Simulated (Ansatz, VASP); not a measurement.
Two plane-wave programs on Sb

Contents of INCAR:

```
SYSTEM = Sb
ALGO = Normal ; EDIFF = 1E-6
ENCUT = 520 ; GGA = PE
ISIF = 2 ; ISMEAR = 0
LASPH = .TRUE. ; LCHARG = .FALSE.
LREAL = .FALSE. ; LWAVE = .FALSE.
NBANDS = 8 ; NELM = 100
PREC = Accurate ; SIGMA = 0.1
```

KPOINTS

```
k-points
0
G
  16 16 16
  0 0 0
```

The input POSCAR:

```
Sb
1.0
   -1.8741853244      1.8741853244      1.8741853244
    1.8741853244     -1.8741853244      1.8741853244
    1.8741853244      1.8741853244     -1.8741853244
Sb
1
Direct
    0.0000000000      0.0000000000      0.0000000000
```

Input for Ansatz:

```yaml
crystal:
  lattice:
    - [-1.8741853244, 1.8741853244, 1.8741853244]
    - [1.8741853244, -1.8741853244, 1.8741853244]
    - [1.8741853244, 1.8741853244, -1.8741853244]
  atoms:
    - { symbol: Sb, position: [0.0, 0.0, 0.0] }
basis:
  ecutwfc: 420
kpoints:
  mp_grid: { grid: [16, 16, 16] }
hamiltonian:
  xc: pbe
scf:
  occupations: { method: gaussian, width: 0.1 }
output:
  forces: true
  stress: true
  eigenvalues: true
```

Alike in both runs: task single point; functional PBE; k mesh 16 × 16 × 16; occupations gaussian, width 0.1 eV; no spin polarisation.

```csv
,VASP,Ansatz
version,VASP 6.6.1,Ansatz 0.2.0
potentials or method,"VASP PAW PBE potentials, release 64 (Sb), cutoff 520 eV","scalar-relativistic, plane waves, PAW"
valence electrons in the cell,5,15
```

VASP gave:

```
gap on the k mesh at the Fermi level (eV) : none
pressure (GPa)                            : 2.0
```

Q: Estimate Ansatz's values.

A: gap on the k mesh at the Fermi level (eV): none; pressure (GPa): 2.2.

A gap of «none» marks a metal or a gap that the smearing closes. VASP's potentials hold 5 valence electrons a cell and Ansatz's 15, so a difference there can come from the potentials and not from the codes.

Spin-orbit coupling is off throughout.
